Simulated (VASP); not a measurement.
Crystal: Au.

```
CELL_PARAMETERS angstrom
-1.68977 1.68977 1.68977
1.68977 -1.68977 1.68977
1.68977 1.68977 -1.68977
ATOMIC_POSITIONS crystal
Au 0.00000 0.00000 0.00000
```

This cell differs from its parent crystal: volume scaled by 1.06.

Program: VASP 6.6.1. Alike in all runs: task single point; no spin polarisation; cell as given; k mesh 11 × 11 × 11; cutoff (eV) 520; smearing fermi-dirac 0.05 eV.

Question: Order these runs on this cell by their pressure, lowest first.
A. level LDA; potentials or basis VASP PAW LDA potentials, release 64 (Au)
B. level r2SCAN; potentials or basis VASP PAW PBE potentials, release 64 (Au)
C. level PBE; potentials or basis VASP PAW PBE potentials, release 64 (Au)
D. level PBEsol; potentials or basis VASP PAW PBE potentials, release 64 (Au)

Answer: A (-17.9 GPa), D (-14.6 GPa), B (-10.1 GPa), C (-7.4 GPa).

Caveats: the PAW data sets were made with another functional, which shifts forces and pressure a little (some runs).
